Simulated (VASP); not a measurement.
# InSe (P-6m2) in VASP: single point with LDA

Aim: the single point of InSe with LDA.

Program: VASP 6.6.1. These are calculated values, not measurements. Logs are shortened: lines on timing, memory, paths and dates and some standing lists are left out, and cuts for length are marked.

### 1 The cell of the first run

Symmetry: P-6m2, No. 187, hexagonal system. The conventional cell has a = 3.972 Å, b = 3.972 Å, c = 16.279 Å, α = 90.00°, β = 90.00°, γ = 120.00°. In (site symmetry 3m) has 3 Se at 2.62 Å and 1 In at 2.74 Å within 3.5 Å. Within 3.5 Å of In (site symmetry 3m) lie 3 Se at 2.62 Å and 1 In at 2.74 Å. Se (site symmetry 3m) has 3 In at 2.62 Å within 3.5 Å. Within 3.5 Å of Se (site symmetry 3m) lie 3 In at 2.62 Å.

### 2 Single point, LDA

File INCAR:

```
  ALGO = Normal
  EDIFF = 1E-6
  ENCUT = 520
  GGA = CA
  ISIF = 2
  ISMEAR = 0
  LASPH = True
  LCHARG = False
  LREAL = False
  LWAVE = False
  NBANDS = 48
  NELM = 100
  PREC = Accurate
  SIGMA = 0.01
```

File KPOINTS:

```
k-points
0
Gamma
  12 12 4
```

File POSCAR:

```
InSe
1.0
    3.9721411183      0.0000000000      0.0000000000
   -1.9860705592      3.4399751159      0.0000000000
    0.0000000000      0.0000000000     16.2786284895
In Se
4 4
Direct
    0.0000000000      0.0000000000      0.5842160830
    0.0000000000      0.0000000000      0.4157839170
    0.3333333333      0.6666666667      0.9157800908
    0.3333333333      0.6666666667      0.0842199092
    0.6666666667      0.3333333333      0.8378455367
    0.6666666667      0.3333333333      0.1621544633
    0.3333333333      0.6666666667      0.6620826112
    0.3333333333      0.6666666667      0.3379173888
```

Potentials or basis: VASP PAW LDA potentials, release 64 (In_d, Se).

Command:

```console
> cat potpaw_LDA.64/In_d/POTCAR potpaw_LDA.64/Se/POTCAR > POTCAR
> mpirun -np 1 vasp_std > vasp.out
```

OUTCAR:

```text
EDIFF = 1E-6
   ENCUT = 520
   GGA = CA
   ISIF = 2
   ISMEAR = 0
   LASPH = True
   LREAL = False
   NELM = 100
   PREC = Accurate

 ion  position               nearest neighbor table
   1  0.000  0.000  0.584-   7 2.62   7 2.62   7 2.62   2 2.74
   2  0.000  0.000  0.416-   8 2.62   8 2.62   8 2.62   1 2.74
   3  0.333  0.667  0.916-   5 2.62   5 2.62   5 2.62   4 2.74
   4  0.333  0.667  0.084-   6 2.62   6 2.62   6 2.62   3 2.74
   5  0.667  0.333  0.838-   3 2.62   3 2.62   3 2.62
   6  0.667  0.333  0.162-   4 2.62   4 2.62   4 2.62
   7  0.333  0.667  0.662-   1 2.62   1 2.62   1 2.62
   8  0.333  0.667  0.338-   2 2.62   2 2.62   2 2.62

  LATTYP: Found a hexagonal cell.
 ALAT       =     3.9721411183
 C/A-ratio  =     4.0981999392

  Lattice vectors:

 A1 = (   3.9721411183,   0.0000000000,   0.0000000000)
 A2 = (  -1.9860705592,   3.4399751159,   0.0000000000)
 A3 = (   0.0000000000,   0.0000000000,  16.2786284895)

Analysis of symmetry for initial positions (statically):
=====================================================================
 Subroutine PRICEL returns:
 Original cell was already a primitive cell.

 Routine SETGRP: Setting up the symmetry group for a
 hexagonal supercell.

 Subroutine GETGRP returns: Found 12 space group operations
 (whereof 12 operations were pure point group operations)
 out of a pool of 24 trial point group operations.

The static configuration has the point symmetry D_3h.

Analysis of symmetry for dynamics (positions and initial velocities):
=====================================================================
 Subroutine PRICEL returns:
 Original cell was already a primitive cell.

 Routine SETGRP: Setting up the symmetry group for a
 hexagonal supercell.

 Subroutine GETGRP returns: Found 12 space group operations
 (whereof 12 operations were pure point group operations)
 out of a pool of 24 trial point group operations.

The dynamic configuration has the point symmetry D_3h.

 Subroutine INISYM returns: Found 12 space group operations
 (whereof 12 operations are pure point group operations),
 and found     1 'primitive' translations

----------------------------------------------------------------------------------------

                                     Primitive cell

  volume of cell :     222.4323

  direct lattice vectors                    reciprocal lattice vectors
     3.972141118  0.000000000  0.000000000     0.251753392  0.145349889  0.000000000
    -1.986070559  3.439975116  0.000000000     0.000000000  0.290699777  0.000000000
     0.000000000  0.000000000 16.278628490     0.000000000  0.000000000  0.061430237

  length of vectors
     3.972141118  3.972141118 16.278628490     0.290699777  0.290699777  0.061430237

  position of ions in fractional coordinates (direct lattice)
     0.000000000  0.000000000  0.584216083
     0.000000000  0.000000000  0.415783917
     0.333333333  0.666666667  0.915780091
     0.333333333  0.666666667  0.084219909
     0.666666667  0.333333333  0.837845537
     0.666666667  0.333333333  0.162154463
     0.333333333  0.666666667  0.662082611
     0.333333333  0.666666667  0.337917389

  ion indices of the primitive-cell ions
   primitive index   ion index
                 1           1
                 2           2
                 3           3
                 4           4
                 5           5
                 6           6
                 7           7
                 8           8

----------------------------------------------------------------------------------------

 KPOINTS: k-points

Automatic generation of k-mesh.
 Grid dimensions read from file:
 generate k-points for:   12   12    4

 Generating k-lattice:

  Cartesian coordinates                     Fractional coordinates (reciprocal lattice)
     0.020979449  0.012112491  0.000000000     0.083333333  0.000000000  0.000000000
     0.000000000  0.024224981  0.000000000     0.000000000  0.083333333  0.000000000
     0.000000000  0.000000000  0.015357559     0.000000000  0.000000000  0.250000000

  Length of vectors
     0.024224981  0.024224981  0.015357559

  Shift w.r.t. Gamma in fractional coordinates (k-lattice)
     0.000000000  0.000000000  0.000000000

 Subroutine IBZKPT returns following result:
 ===========================================

 Found     57 irreducible k-points:

 Following reciprocal coordinates:
            Coordinates               Weight
  0.000000  0.000000  0.000000      1.000000
  0.083333 -0.000000  0.000000      6.000000
  0.166667 -0.000000  0.000000      6.000000
  0.250000 -0.000000  0.000000      6.000000
  0.333333 -0.000000  0.000000      6.000000
  0.416667  0.000000  0.000000      6.000000
[... 16 lines left out ...]
  0.250000 -0.000000  0.250000     12.000000
  0.333333 -0.000000  0.250000     12.000000
 [... further k-points ...]
   k-points           NKPTS =     57   k-points in BZ     NKDIM =     57   number of bands    NBANDS=     48
   number of dos      NEDOS =    301   number of ions     NIONS =      8
   total plane-waves  NPLWV = 113400
   dimension x,y,z NGX =    30 NGY =   30 NGZ =  126
   dimension x,y,z NGXF=    60 NGYF=   60 NGZF=  252
   ions per type =               4   4
   NGX,Y,Z   is equivalent  to a cutoff of  12.56, 12.56, 12.87 a.u.
   NGXF,Y,Z  is equivalent  to a cutoff of  25.11, 25.11, 25.74 a.u.
 SYSTEM =  unknown system
   PREC   = accura    normal or accurate (medium, high low for compatibility)
   ISTART =      0    job   : 0-new  1-cont  2-samecut
   ICHARG =      2    charge: 1-file 2-atom 10-const
   ISPIN  =      1    spin polarized calculation?
   LNONCOLLINEAR =      F non collinear calculations
   LSORBIT =      F    spin-orbit coupling
   LASPH  =      T    aspherical Exc in radial PAW
   ENCUT  =  520.0 eV  38.22 Ry    6.18 a.u.   7.39  7.39 30.27*2*pi/ulx,y,z
   NELM   =    100;   NELMIN=  2; NELMDL= -5     # of ELM steps
   EDIFF  = 0.1E-05   stopping-criterion for ELM
   LREAL  =      F    real-space projection
   EDIFFG = 0.1E-04   stopping-criterion for IOM
   NSW    =      0    number of steps for IOM
   IBRION =     -1    ionic relax: 0-MD 1-quasi-New 2-CG
   NFREE  =      0    steps in history (QN), initial steepest desc. (CG)
   ISIF   =      2    stress and relaxation
   ISYM   =      2    0-nonsym 1-usesym 2-fastsym
   POTIM  = 0.5000    time-step for ionic-motion
   TEBEG  =    0.0;   TEEND  =   0.0 temperature during run
   PSTRESS=    0.0 pullay stress
   NELECT =      76.0000    total number of electrons
   NUPDOWN=      -1.0000    fix difference up-down
   EMIN   =  10.00;   EMAX   =-10.00  energy-range for DOS
   EFERMI =   0.00;   METHOD = LEGACY
   ISMEAR =     0;   SIGMA  =   0.01  broadening in eV -4-tet -1-fermi 0-gaus
   EFERMI_NEDOS =   21; number of points for ismear=-14 and -15
   IALGO  =     38    algorithm
   IMIX   =      4    mixing-type and parameters
     AMIX     =   0.40;   BMIX     =  1.00
     AMIX_MAG =   1.60;   BMIX_MAG =  1.00
  volume/ion in A,a.u.               =      27.80       187.63
  Fermi-wavevector in a.u.,A,eV,Ry     =   1.144494  2.162780 17.821809  1.309866
  Thomas-Fermi vector in A             =   2.281186
   LORBIT       =      0    0 simple, 1 ext, 2 COOP (PROOUT), +10 PAW based schemes
   GGA     = CA    functional components
   LHFCALC =     F    Hartree Fock is set to
   AEXX    =    0.0000 exact exchange contribution
   IVDW    =     0    specifies the selected vdW correction
   LEPSILON=     F    determine dielectric tensor
   LRPA    =     F    only Hartree local field effects (RPA)
 non-spin polarized calculation
 Gauss-broadening in eV      SIGMA  =   0.01
  energy-cutoff  :      520.00
  volume of cell :      222.43
 maximum number of plane-waves:      6055
 NGX is ok and might be reduce to    30
   NGX = 15   NGY = 15   NGZ = 61

 number of electron      75.9999979 magnetization

 Free energy of the ion-electron system (eV)
  ---------------------------------------------------
  ext. energy  EPLUGINS =         0.00000000
  ---------------------------------------------------
  free energy    TOTEN  =       -33.34234118 eV

  energy without entropy =      -33.34234118  energy(sigma->0) =      -33.34234118

 E-fermi :   4.6373     XC(G=0):  -9.4981

 val. band max:        4.5427538854   @ k =   0.0000   0.0000   0.0000
 cond. band min:       4.7423151772   @ k =   0.0000   0.0000   0.0000
 fundamental gap:      0.1995612918
 Fermi energy:         4.6372610334

 k-point     1 :       0.0000    0.0000    0.0000
  band No.  band energies     occupation
      1     -10.4277      2.00000
      2     -10.4103      2.00000
      3     -10.2072      2.00000
      4     -10.2072      2.00000
      5     -10.1892      2.00000
      6     -10.1892      2.00000
[... 40 lines left out ...]
     47       9.5547      0.00000
     48       9.8526      0.00000

 k-point     2 :       0.0833   -0.0000    0.0000
  band No.  band energies     occupation
      1     -10.4278      2.00000
      2     -10.4104      2.00000
      3     -10.2416      2.00000
      4     -10.2219      2.00000
      5     -10.2062      2.00000
      6     -10.1882      2.00000
[... 40 lines left out ...]
     47       9.3707      0.00000
     48       9.6800      0.00000

 k-point     3 :       0.1667   -0.0000    0.0000
  band No.  band energies     occupation
      1     -10.4342      2.00000
      2     -10.4169      2.00000
      3     -10.3115      2.00000
      4     -10.2867      2.00000
      5     -10.2465      2.00000
      6     -10.2164      2.00000
[... 40 lines left out ...]
     47       8.9826      0.00000
     48       9.2209      0.00000

 k-point     4 :       0.2500   -0.0000    0.0000
  band No.  band energies     occupation
      1     -10.4697      2.00000
      2     -10.4483      2.00000
      3     -10.3529      2.00000
      4     -10.3368      2.00000
      5     -10.3320      2.00000
      6     -10.3047      2.00000
[... 958 lines left out ...]
     47       8.9569      0.00000
     48       9.1618      0.00000

 k-point    23 :       0.2500   -0.0000    0.2500
  band No.  band energies     occupation
      1     -10.4686      2.00000
      2     -10.4497      2.00000
      3     -10.3538      2.00000
      4     -10.3385      2.00000
      5     -10.3271      2.00000
      6     -10.3067      2.00000
[... 40 lines left out ...]
     47       8.9064      0.00000
     48       9.0781      0.00000

 k-point    24 :       0.3333   -0.0000    0.2500
  band No.  band energies     occupation
      1     -10.5222      2.00000
      2     -10.5020      2.00000
      3     -10.4025      2.00000
      4     -10.3804      2.00000
      5     -10.3588      2.00000
      6     -10.3416      2.00000
[... 40 lines left out ...]
     47       8.8410      0.00000
     48       9.1196      0.00000

 [... further k-points ...]
[... 5 lines left out ...]
  --------------------------------------------------------------------------------------
  -------------------------------------------------------------------------------------
  Total        0.1806198      0.1806198      0.1796095     -0.0000000      0.0000000      0.0000000
  in kB        1.3010025      1.3010025      1.2937256     -0.0000000      0.0000000      0.0000000
  external PRESSURE =       1.2985768 kB  Pullay stress =       0.0000000 kB

 VOLUME and BASIS-vectors are now :
 -----------------------------------------------------------------------------
  energy-cutoff  :      520.00
  volume of cell :      222.43
      direct lattice vectors                 reciprocal lattice vectors
     3.972141118  0.000000000  0.000000000     0.251753392  0.145349889  0.000000000
    -1.986070559  3.439975116  0.000000000     0.000000000  0.290699777  0.000000000
     0.000000000  0.000000000 16.278628490     0.000000000  0.000000000  0.061430237

 POSITION                                       TOTAL-FORCE (eV/Angst)
 -----------------------------------------------------------------------------------
      0.00000      0.00000      9.51024         0.000000     -0.000000     -0.009578
      0.00000      0.00000      6.76839         0.000000     -0.000000      0.009578
     -0.00000      2.29332     14.90764        -0.000000      0.000000      0.009634
     -0.00000      2.29332      1.37098        -0.000000     -0.000000     -0.009634
      1.98607      1.14666     13.63898        -0.000000      0.000000     -0.028309
      1.98607      1.14666      2.63965         0.000000      0.000000      0.028309
     -0.00000      2.29332     10.77780         0.000000      0.000000      0.028586
     -0.00000      2.29332      5.50083        -0.000000      0.000000     -0.028586
 -----------------------------------------------------------------------------------
    total drift:                               -0.000000      0.000000     -0.000000

  FREE ENERGIE OF THE ION-ELECTRON SYSTEM (eV)
  ---------------------------------------------------
  free  energy   TOTEN  =       -33.3423411835 eV

  energy  without entropy=      -33.3423411835  energy(sigma->0) =      -33.34234118
```

It took 14 min on 1 thread of Intel Xeon Platinum 8259CL at 2.50GHz (Skylake/Cascade Lake), shared host; peak memory 0.57 GiB.

Results:

```yaml
Free_energy: -33.3423 eV
Pressure: 0.1 GPa
Largest_force: 0.029 eV/Å
Band_gap_on_the_k_mesh: 0.20 eV
```

Forces in eV/Å, atoms in the order of the input:
```
In   0.000  0.000 -0.010
In   0.000  0.000  0.010
In   0.000  0.000  0.010
In   0.000  0.000 -0.010
Se   0.000  0.000 -0.028
Se   0.000  0.000  0.028
Se   0.000  0.000  0.029
Se   0.000  0.000 -0.029
```

Caveat: spin-orbit coupling is left out, which moves the levels of the heavy elements.
